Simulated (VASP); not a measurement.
## Co: single point with PBE

Crystal: Co.

```
Co
1.0
     2.49352    0.00000    0.00000
    -1.24676    2.15945    0.00000
     0.00000    0.00000    4.02778
Co
2
Direct
  0.33333 0.66667 0.25000
  0.66667 0.33333 0.75000
```

```
Program                : VASP 6.6.1
Task                   : single point
Functional             : PBE
Potentials or basis    : VASP PAW PBE potentials, release 64 (Co)
Cutoff                 : 520 eV
k mesh                 : 14 × 14 × 8
Occupations            : methfessel-paxton, width 1 eV
Spin                   : collinear spin, ferromagnetic start
Starting moments       : [1.69, 1.69] μB
Dipole correction      : no
Further INCAR settings : ALGO = Normal; EDIFF = 1e-06; NBANDS = 20
```

```json
{
 "Pressure": "-0.7 GPa",
 "Net moment": "3.24 μB per cell",
 "Site moments": "Co +1.64 μB",
 "Valence electrons inside the program's atomic spheres": "Co 8.27"
}
```

Stress tensor (GPa, compression positive):
```
-1.41  0.00  0.00
 0.00 -1.41  0.00
 0.00  0.00  0.62
```

Levels at points of the mesh, in eV from the Fermi level:
Spin up:
```tsv
k point	band 8	band 9	band 10	band 11	band 12	band 13	band 14	band 15
(0.00, 0.00, 0.00)	-1.97	-1.97	-0.86	-0.86	-0.08	6.36	21.94	24.50
(0.50, 0.00, 0.00)	-0.73	-0.64	-0.58	1.28	3.29	9.68	10.32	12.72
(0.00, 0.00, 0.50)	-2.69	-1.17	-1.17	-1.17	-1.17	15.04	15.04	22.67
(0.50, 0.00, 0.50)	-1.08	-0.64	-0.64	1.58	1.58	7.23	7.23	18.31
```
Spin down:
| k point | band 4 | band 5 | band 6 | band 7 | band 8 | band 9 | band 10 | band 11 |
| --- | --- | --- | --- | --- | --- | --- | --- | --- |
| (0.00, 0.00, 0.00) | -0.97 | -0.97 | -0.61 | -0.61 | -0.18 | -0.18 | -0.14 | 1.04 |
| (0.50, 0.00, 0.00) | -1.87 | -1.12 | -1.03 | -0.63 | 1.16 | 1.31 | 1.32 | 2.51 |
| (0.00, 0.00, 0.50) | -1.55 | -1.04 | -1.04 | -1.04 | -1.04 | 0.70 | 0.70 | 0.70 |
| (0.50, 0.00, 0.50) | -2.38 | -0.07 | -0.07 | 0.23 | 0.23 | 1.26 | 1.26 | 2.19 |

Wall time 100 s on 1 thread of Intel(R) Xeon(R) Platinum 8259CL CPU @ 2.50GHz (Skylake/Cascade Lake), on a shared host, peak memory 0.19 GiB.
